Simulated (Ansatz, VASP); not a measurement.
One calculation of Bi2CS3, two programs

Contents of INCAR:

```
  ALGO = Normal
  EDIFF = 1E-6
  EDIFFG = -0.04
  ENCUT = 600
  GGA = PE
  IBRION = 2
  ISIF = 3
  ISMEAR = 0
  LASPH = T
  LCHARG = F
  LREAL = F
  LWAVE = F
  NELM = 60
  NSW = 90
  PREC = Accurate
  SIGMA = 0.1
```

Contents of KPOINTS:

```
k-points
0
Gamma
  4 4 4
```

The input POSCAR:

```
Bi2CS3
1.0
    3.9981850100      0.0000000000      0.0000000000
    0.0000000000      4.3494519000      4.3494519000
    0.0000000000     -4.3494519000      4.3494519000
Bi C S
2 1 3
Direct
    0.0000000000      0.0000000000      0.0000000000
    0.5000000000      0.5000000000      0.5000000000
    0.0000000000      0.3050000000      0.3050000000
    0.0000000000      0.6950000000      0.6950000000
    0.5000000000      0.8050000000      0.1950000000
    0.5000000000      0.1950000000      0.8050000000
```

Input for Ansatz:

```yaml
crystal:
  lattice:
    - [3.99818501, 0.0, 0.0]
    - [0.0, 4.3494519, 4.3494519]
    - [0.0, -4.3494519, 4.3494519]
  atoms:
    - { symbol: Bi, position: [0.0, 0.0, 0.0] }
    - { symbol: Bi, position: [0.5, 0.5, 0.5] }
    - { symbol: C, position: [0.0, 0.305, 0.305] }
    - { symbol: S, position: [0.0, 0.695, 0.695] }
    - { symbol: S, position: [0.5, 0.805, 0.195] }
    - { symbol: S, position: [0.5, 0.195, 0.805] }
basis:
  ecutwfc: 420
kpoints:
  mp_grid: { grid: [4, 4, 4] }
hamiltonian:
  xc: pbe
scf:
  occupations: { method: gaussian, width: 0.1 }
  lower_state_search: "off"
output:
  forces: true
  stress: true
  eigenvalues: true
relax:
  adjacent_minimum: "off"
  f_tol: 0.04
  max_steps: 70
  cell: { stress_tol: 0.4 }
```

Alike in both runs: task relaxation of cell and atoms; functional PBE; k mesh 4 × 4 × 4; occupations gaussian, width 0.1 eV; no spin polarisation.

```csv
,VASP,Ansatz
version,VASP 6.6.1,Ansatz 0.2.0
potentials or method,"VASP PAW PBE potentials, release 64 (Bi_d, C, S), cutoff 600 eV","scalar-relativistic, plane waves, PAW"
valence electrons in the cell,52,52
```

Ansatz gave:

```
gap on the k mesh at the Fermi level, each at its own relaxed structure (eV) : none
relaxed volume (Å³/atom)                                                     : 24.55
relaxed cell length with the largest relative difference (Å)                 : 4.033
```

Problem. What did VASP give for the same quantities?

Solution. gap on the k mesh at the Fermi level, each at its own relaxed structure (eV): none; relaxed volume (Å³/atom): 24.58; relaxed cell length with the largest relative difference (Å): 4.053.

A gap of «none» marks a metal or a gap that the smearing closes.

The k mesh is coarse, so the values compare programs but aren't converged. Neither program's run includes spin-orbit coupling.
